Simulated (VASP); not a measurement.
A run of VASP 6.6.1:

INCAR

```
SYSTEM = Ir
PREC     = Accurate       ! precision mode
ENCUT    = 520            ! plane-wave cutoff, eV
EDIFF    = 1E-6           ! SCF threshold, eV
ISMEAR   = -1             ! smearing method
SIGMA    = 0.05           ! smearing width, eV
LREAL    = .False.        ! projectors in reciprocal space
LASPH    = .True.         ! aspherical terms in the spheres
NELM     = 100            ! most SCF steps
ALGO     = Normal         ! electronic algorithm
ISIF     = 2              ! what is computed and relaxed
LWAVE    = .False.        ! write WAVECAR
LCHARG   = .True.         ! write CHGCAR
GGA      = PE             ! functional
LELF     = .True.         ! ELF
LVHAR    = .True.       
NBANDS   = 16             ! bands
```

The input KPOINTS:

```
Automatic mesh
0
Gamma
  12 12 12
  0 0 0
```

The input POSCAR:

```
Ir
1.0
    0.0000000000      2.7838723031      2.7838723031
    2.7838723031      0.0000000000      2.7838723031
    2.7838723031      2.7838723031      0.0000000000
Ir
2
Direct
    0.0000000000      0.0000000000      0.0000000000
    0.2500000000      0.2500000000      0.2500000000
```

Potentials or basis: VASP PAW PBE potentials, release 64 (Ir).

The run is started by

```console
$ cat potpaw_PBE.64/Ir/POTCAR > POTCAR
$ mpirun -np 1 vasp_std > vasp.out
```

Hardware: 1 thread of Intel Xeon 8259CL, on a shared host.

Question: Estimate the wall time of this run.

Answer: It took 62 s on 1 thread of Intel Xeon 8259CL, on a shared host, peak memory 0.2 GiB. Counts: scf iterations 11, k points 72.
